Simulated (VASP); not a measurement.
Here is a VASP 6.6.1 calculation.

INCAR

```
SYSTEM = LaTe
  ALGO = Normal
  EDIFF = 1E-8
  ENCUT = 520
  ISIF = 2
  ISMEAR = -1
  LASPH = .True.
  LCHARG = .False.
  LEFG = .True.
  LREAL = .False.
  LWAVE = .False.
  NBANDS = 16
  NELM = 80
  PREC = Accurate
  SIGMA = 0.08
```

File KPOINTS:

```
k-points
0
Gamma
  10 10 10
  0 0 0
```

Contents of POSCAR:

```
LaTe
1.0
   -0.0642200000      3.1788900000      3.1788900000
    3.1788900000     -0.0642200000      3.1788900000
    3.1788900000      3.1788900000     -0.0642200000
La Te
1 1
Direct
    0.0000000000      0.0000000000      0.0000000000
    0.5000000000      0.5000000000      0.5000000000
```

Potentials or basis: VASP PAW LDA potentials, release 64 (La, Te).

Run with:

```console
$ cat potpaw_LDA.64/La/POTCAR potpaw_LDA.64/Te/POTCAR > POTCAR
$ mpirun -np 1 vasp_std > vasp.out
```

(1) Estimate the band gap on the k mesh.

(2) What does it give for the pressure?

Answers

(1) zero (an odd number of electrons rules out a gap without spin polarisation).

(2) -2.1 GPa.

Caveat: the cell differs from its parent crystal (equal xy, yz and zx shear strains of -2 %); without QUAD_EFG the Cq values of the log hold for a quadrupole moment of 1 mb, not for the nuclei; spin-orbit coupling is left out, which moves the levels of the heavy elements.
